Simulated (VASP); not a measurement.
# LiCa32 (a cell with a defect) in VASP: a series of runs, part 2 of 3

VASP 6.6.1.

**3. Single point, PBE**

Input file INCAR:

```
SYSTEM = LiCa32
  ALGO = Normal
  EDIFF = 1E-6
  ENCUT = 520
  GGA = PE
  ISIF = 2
  ISMEAR = -1
  LASPH = .True.
  LCHARG = .False.
  LREAL = Auto
  LWAVE = .False.
  NBANDS = 184
  NELM = 100
  PREC = Accurate
  SIGMA = 0.05
```

Input file KPOINTS:

```
k-points
0
Gamma
  1 1 1
  0 0 0
```

Input file POSCAR:

```
LiCa32
1.0
   11.1600000000      0.0000000000      0.0000000000
    0.0000000000     11.1600000000      0.0000000000
    0.0000000000      0.0000000000     11.1600000000
Ca Li
32 1
Direct
    0.5146774194      0.0038978495     -0.0081451613
    0.7340143369      0.2465501792     -0.0034229391
    0.7613172043     -0.0043189964      0.2490591398
   -0.0171057348     -0.0153584229      0.0059498208
    0.2647939068      0.2358064516     -0.0026164875
    0.4824014337      0.5088530466      0.0111559140
    0.7491487455      0.7452150538      0.0131003584
    0.2744086022     -0.0050000000      0.2350089606
    0.5045788530      0.2566935484      0.2412992832
    0.7345609319      0.5068458781      0.2439516129
    0.5172939068      0.0038440860      0.5080197133
    0.7415770609      0.2701523297      0.5234856631
    0.7511827957     -0.0184946237      0.7675627240
   -0.0016577061      0.5068906810     -0.0218548387
    0.2426075269      0.7603942652     -0.0067921147
   -0.0212634409      0.2362275986      0.2619175627
    0.2624372760      0.4936200717      0.2603763441
    0.5168727599      0.7612813620      0.2639157706
   -0.0075716846     -0.0124462366      0.5078494624
    0.2556093190      0.2355197133      0.5076433692
    0.4946774194      0.4999910394      0.5036469534
    0.7526881720      0.7297043011      0.4898387097
    0.2568548387      0.0058870968      0.7434408602
    0.4987903226      0.2572491039      0.7418279570
    0.6943369176      0.5223207885      0.7678405018
    0.0342921147      0.7753405018      0.2397670251
    0.0465860215      0.5198566308      0.4503763441
    0.2444175627      0.7405734767      0.4914695341
    0.0180824373      0.2127060932      0.7747939068
    0.2428942652      0.5001164875      0.7395071685
    0.4609408602      0.7706720430      0.7676881720
    0.0064247312      0.7621863799      0.7461917563
   -0.0669175627      0.4293996416      0.6774641577
```

Potentials or basis: VASP PAW PBE potentials, release 64 (Ca_sv, Li_sv).

The run is started by

```sh
$ cat potpaw_PBE.64/Ca_sv/POTCAR potpaw_PBE.64/Li_sv/POTCAR > POTCAR
$ mpirun -np 1 vasp_gam > vasp.out
```

OUTCAR:

```text
SYSTEM = LiCa32
   EDIFF = 1E-6
   ENCUT = 520
   GGA = PE
   ISIF = 2
   ISMEAR = -1
   LASPH = .True.
   LREAL = Auto
   NELM = 100
   PREC = Accurate

 ion  position               nearest neighbor table
   1  0.515  0.004  0.992-
   2  0.734  0.247  0.997-
   3  0.761  0.996  0.249-
   4  0.983  0.985  0.006-
   5  0.265  0.236  0.997-
   6  0.482  0.509  0.011-
[... 20 lines left out ...]
  27  0.047  0.520  0.450-
  28  0.244  0.741  0.491-
  29  0.018  0.213  0.775-  33 2.82
  30  0.243  0.500  0.740-
  31  0.461  0.771  0.768-
  32  0.006  0.762  0.746-
  33  0.933  0.429  0.677-  29 2.82

  LATTYP: Found a simple cubic cell.
 ALAT       =    11.1600000000

  Lattice vectors:

 A1 = (  11.1600000000,   0.0000000000,   0.0000000000)
 A2 = (   0.0000000000,  11.1600000000,   0.0000000000)
 A3 = (   0.0000000000,   0.0000000000,  11.1600000000)

Analysis of symmetry for initial positions (statically):
=====================================================================
 Subroutine PRICEL returns:
 Original cell was already a primitive cell.

 Routine SETGRP: Setting up the symmetry group for a
 simple cubic supercell.

 Subroutine GETGRP returns: Found  1 space group operations
 (whereof  1 operations were pure point group operations)
 out of a pool of 48 trial point group operations.

The static configuration has the point symmetry C_1 .

Analysis of symmetry for dynamics (positions and initial velocities):
=====================================================================
 Subroutine PRICEL returns:
 Original cell was already a primitive cell.

 Routine SETGRP: Setting up the symmetry group for a
 simple cubic supercell.

 Subroutine GETGRP returns: Found  1 space group operations
 (whereof  1 operations were pure point group operations)
 out of a pool of 48 trial point group operations.

The dynamic configuration has the point symmetry C_1 .

 Subroutine INISYM returns: Found  1 space group operations
 (whereof  1 operations are pure point group operations),
 and found     1 'primitive' translations

----------------------------------------------------------------------------------------

                                     Primitive cell

  volume of cell :    1389.9289

  direct lattice vectors                    reciprocal lattice vectors
    11.160000000  0.000000000  0.000000000     0.089605735  0.000000000  0.000000000
     0.000000000 11.160000000  0.000000000     0.000000000  0.089605735  0.000000000
     0.000000000  0.000000000 11.160000000     0.000000000  0.000000000  0.089605735

  length of vectors
    11.160000000 11.160000000 11.160000000     0.089605735  0.089605735  0.089605735

  position of ions in fractional coordinates (direct lattice)
     0.514677419  0.003897849  0.991854839
     0.734014337  0.246550179  0.996577061
     0.761317204  0.995681004  0.249059140
     0.982894265  0.984641577  0.005949821
     0.264793907  0.235806452  0.997383513
     0.482401434  0.508853047  0.011155914
[... 25 lines left out ...]
     0.006424731  0.762186380  0.746191756
     0.933082437  0.429399642  0.677464158

  ion indices of the primitive-cell ions
   primitive index   ion index
                 1           1
                 2           2
                 3           3
                 4           4
                 5           5
                 6           6
[... 25 lines left out ...]
                32          32
                33          33

----------------------------------------------------------------------------------------

 KPOINTS: k-points

Automatic generation of k-mesh.
 Grid dimensions read from file:
 generate k-points for:    1    1    1

 Generating k-lattice:

  Cartesian coordinates                     Fractional coordinates (reciprocal lattice)
     0.089605735  0.000000000  0.000000000     1.000000000  0.000000000  0.000000000
     0.000000000  0.089605735  0.000000000     0.000000000  1.000000000  0.000000000
     0.000000000  0.000000000  0.089605735     0.000000000  0.000000000  1.000000000

  Length of vectors
     0.089605735  0.089605735  0.089605735

  Shift w.r.t. Gamma in fractional coordinates (k-lattice)
     0.000000000  0.000000000  0.000000000

 Subroutine IBZKPT returns following result:
 ===========================================

 Found      1 irreducible k-points:

 Following reciprocal coordinates:
            Coordinates               Weight
  0.000000  0.000000  0.000000      1.000000
   k-points           NKPTS =      1   k-points in BZ     NKDIM =      1   number of bands    NBANDS=    184
   number of dos      NEDOS =    301   number of ions     NIONS =     33
   total plane-waves  NPLWV = 592704
   dimension x,y,z NGX =    84 NGY =   84 NGZ =   84
   dimension x,y,z NGXF=   168 NGYF=  168 NGZF=  168
   ions per type =              32   1
   NGX,Y,Z   is equivalent  to a cutoff of  12.51, 12.51, 12.51 a.u.
   NGXF,Y,Z  is equivalent  to a cutoff of  25.03, 25.03, 25.03 a.u.
 SYSTEM =  LiCa32
   PREC   = accura    normal or accurate (medium, high low for compatibility)
   ISTART =      0    job   : 0-new  1-cont  2-samecut
   ICHARG =      2    charge: 1-file 2-atom 10-const
   ISPIN  =      1    spin polarized calculation?
   LNONCOLLINEAR =      F non collinear calculations
   LSORBIT =      F    spin-orbit coupling
   LASPH  =      T    aspherical Exc in radial PAW
   ENCUT  =  520.0 eV  38.22 Ry    6.18 a.u.  20.75 20.75 20.75*2*pi/ulx,y,z
   NELM   =    100;   NELMIN=  2; NELMDL= -5     # of ELM steps
   EDIFF  = 0.1E-05   stopping-criterion for ELM
   LREAL  =      T    real-space projection
   EDIFFG = 0.1E-04   stopping-criterion for IOM
   NSW    =      0    number of steps for IOM
   IBRION =     -1    ionic relax: 0-MD 1-quasi-New 2-CG
   NFREE  =      0    steps in history (QN), initial steepest desc. (CG)
   ISIF   =      2    stress and relaxation
   ISYM   =      2    0-nonsym 1-usesym 2-fastsym
   POTIM  = 0.5000    time-step for ionic-motion
   TEBEG  =    0.0;   TEEND  =   0.0 temperature during run
   PSTRESS=    0.0 pullay stress
   NELECT =     323.0000    total number of electrons
   NUPDOWN=      -1.0000    fix difference up-down
   EMIN   =  10.00;   EMAX   =-10.00  energy-range for DOS
   EFERMI =   0.00;   METHOD = LEGACY
   ISMEAR =    -1;   SIGMA  =   0.05  broadening in eV -4-tet -1-fermi 0-gaus
   EFERMI_NEDOS =   21; number of points for ismear=-14 and -15
   IALGO  =     38    algorithm
   IMIX   =      4    mixing-type and parameters
     AMIX     =   0.40;   BMIX     =  1.00
     AMIX_MAG =   1.60;   BMIX_MAG =  1.00
  volume/ion in A,a.u.               =      42.12       284.23
  Fermi-wavevector in a.u.,A,eV,Ry     =   1.006495  1.901999 13.783130  1.013032
  Thomas-Fermi vector in A             =   2.139241
   LORBIT       =      0    0 simple, 1 ext, 2 COOP (PROOUT), +10 PAW based schemes
   GGA     = PE    functional components
   LHFCALC =     F    Hartree Fock is set to
   AEXX    =    0.0000 exact exchange contribution
   IVDW    =     0    specifies the selected vdW correction
   LEPSILON=     F    determine dielectric tensor
   LRPA    =     F    only Hartree local field effects (RPA)
 non-spin polarized calculation
  energy-cutoff  :      520.00
  volume of cell :     1389.93
 maximum number of plane-waves:     18765
 NGX is ok and might be reduce to    84
   NGX = 41   NGY = 41   NGZ = 41

 number of electron     322.9999993 magnetization

 Free energy of the ion-electron system (eV)
  ---------------------------------------------------
  ext. energy  EPLUGINS =         0.00000000
  ---------------------------------------------------
  free energy    TOTEN  =       -63.81237592 eV

  energy without entropy =      -63.47943829  energy(sigma->0) =      -63.64590711

 E-fermi :   2.0339     XC(G=0):  -7.6712

 val. band max:        2.0293102459   @ k =   0.0000   0.0000   0.0000
 cond. band min:       2.0933839927   @ k =   0.0000   0.0000   0.0000
 fundamental gap:      0.0640737468
 Fermi energy:         2.0339299415

 k-point     1 :       0.0000    0.0000    0.0000
  band No.  band energies     occupation
      1     -44.9917      2.00000
      2     -40.4497      2.00000
      3     -40.4055      2.00000
      4     -40.3403      2.00000
      5     -40.3205      2.00000
      6     -40.3183      2.00000
[... 165 lines left out ...]
    172       2.4767      0.00029
    173       2.5062      0.00016
 [bands above 173 left out]

------------------------ aborting loop because EDIFF is reached ----------------------------------------

  FORCE on cell =-STRESS in cart. coord.  units (eV):
  Direction    XX          YY          ZZ          XY          YZ          ZX
  --------------------------------------------------------------------------------------
  -------------------------------------------------------------------------------------
  Total       -0.6013003     -1.6106148     -0.8767836     -0.4895194     -1.4944425     -2.5930777
  in kB       -0.6931216     -1.8565629     -1.0106724     -0.5642712     -1.7226506     -2.9890524
  external PRESSURE =      -1.1867856 kB  Pullay stress =       0.0000000 kB

 VOLUME and BASIS-vectors are now :
 -----------------------------------------------------------------------------
  energy-cutoff  :      520.00
  volume of cell :     1389.93
      direct lattice vectors                 reciprocal lattice vectors
    11.160000000  0.000000000  0.000000000     0.089605735  0.000000000  0.000000000
     0.000000000 11.160000000  0.000000000     0.000000000  0.089605735  0.000000000
     0.000000000  0.000000000 11.160000000     0.000000000  0.000000000  0.089605735

 POSITION                                       TOTAL-FORCE (eV/Angst)
 -----------------------------------------------------------------------------------
      5.74380      0.04350     11.06910        -0.110319     -0.053277      0.273271
      8.19160      2.75150     11.12180         0.332072      0.260102     -0.083959
      8.49630     11.11180      2.77950        -0.346074      0.047298      0.112187
     10.96910     10.98860      0.06640         0.293497      0.272329     -0.074415
      2.95510      2.63160     11.13080        -0.181235      0.228186      0.068292
      5.38360      5.67880      0.12450        -0.033409     -0.024366     -0.077218
[... 25 lines left out ...]
      0.07170      8.50600      8.32750        -0.031570     -0.360513     -0.035939
     10.41320      4.79210      7.56050        -0.102949      0.431895     -0.089845
 -----------------------------------------------------------------------------------
    total drift:                               -0.004401     -0.001708      0.001127

  FREE ENERGIE OF THE ION-ELECTRON SYSTEM (eV)
  ---------------------------------------------------
  free  energy   TOTEN  =       -63.8123759210 eV

  energy  without entropy=      -63.4794382917  energy(sigma->0) =      -63.64590711
```

Run time: 3.9 min. Hardware: 1 thread of AMD EPYC 9R45 (Zen 5), shared host; peak memory 1 GiB.

Results:

| Quantity | Value |
| --- | --- |
| Free energy | -63.8124 eV |
| Largest force | 1.063 eV/Å |
| Band gap on the k mesh | zero (an odd number of electrons rules out a gap without spin polarisation) |

Forces on the atoms (eV/Å):
```
Ca  -0.110 -0.053  0.273
Ca   0.332  0.260 -0.084
Ca  -0.346  0.047  0.112
Ca   0.293  0.272 -0.074
Ca  -0.181  0.228  0.068
Ca  -0.033 -0.024 -0.077
Ca   0.041  0.071 -0.028
Ca  -0.155  0.262  0.330
Ca   0.131 -0.237  0.353
Ca   0.356 -0.232  0.020
Ca  -0.052 -0.020 -0.121
Ca   0.314 -0.162 -0.305
Ca  -0.061  0.158 -0.322
Ca  -0.057 -0.153  0.400
Ca   0.030 -0.118  0.171
Ca   0.343  0.180 -0.215
Ca   0.312 -0.003 -0.658
Ca  -0.421 -0.147 -0.271
Ca   0.044  0.185 -0.139
Ca  -0.157  0.278 -0.240
Ca  -0.223  0.062 -0.145
Ca   0.335  0.094  0.288
Ca  -0.141 -0.136  0.123
Ca  -0.190 -0.191  0.323
Ca   0.243  0.160  0.085
Ca  -0.611 -0.430  0.118
Ca  -0.943 -0.280  0.401
Ca   0.524  0.613  0.216
Ca  -0.094 -0.154 -0.059
Ca   0.073 -0.142  0.022
Ca   0.537 -0.460 -0.438
Ca  -0.032 -0.361 -0.036
Li  -0.103  0.432 -0.090
```

Caveat: the k points lie up to 0.56 Å⁻¹ apart, too coarse for converged energies and pressures of a metal; the cutoff is under 1.25 times the usual one of these potentials, so pressure, stress and relaxed cells hold a basis-set (Pulay) error.

[end of part 2 of 3]

The gap in the log of VASP goes by the Fermi energy; the results here count the filled bands.